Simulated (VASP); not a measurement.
BaCu3, 4 atoms in the cell. The structure is cubic, space group Fm-3m (No. 225). The conventional cell has a = 6.707 Å, b = 6.707 Å, c = 6.707 Å, α = 90.00°, β = 90.00°, γ = 90.00°. Within 3.8 Å of Ba (site symmetry m-3m) lie 14 Cu at 2.90 to 3.35 Å. Within 3.8 Å of Cu (site symmetry -43m) lie 4 Ba at 2.90 Å and 10 Cu at 2.90 to 3.35 Å. Within 3.8 Å of Cu (site symmetry m-3m) lie 8 Cu at 2.90 Å and 6 Ba at 3.35 Å. 

| Item | Value |
| --- | --- |
| Program | VASP 6.6.1 |
| Task | single point |
| Functional | PBE |
| Potentials or basis | VASP PAW PBE potentials, release 64 (Ba_sv, Cu) |
| Cutoff | 520 eV |
| k mesh | 4 × 4 × 4 |
| Occupations | gaussian, width 0.1 eV |
| Spin | no spin polarisation |
| Dipole correction | no |
| Further INCAR settings | ALGO = Normal; EDIFF = 1e-06; NBANDS = 30 |

Potentials or basis: VASP PAW PBE potentials, release 64 (Ba_sv, Cu).

The run is started by

```sh
$ cat potpaw_PBE.64/Ba_sv/POTCAR potpaw_PBE.64/Cu/POTCAR > POTCAR
$ mpirun -np 1 vasp_std > vasp.out
```

Hardware: 1 thread of Intel Xeon 8259CL (shared host).

Q: How long does it take, and how much memory?

A: Wall time 48 s on 1 thread of Intel Xeon 8259CL, on a shared host, peak memory 0.21 GiB. Counts: scf iterations 15, k points 8.
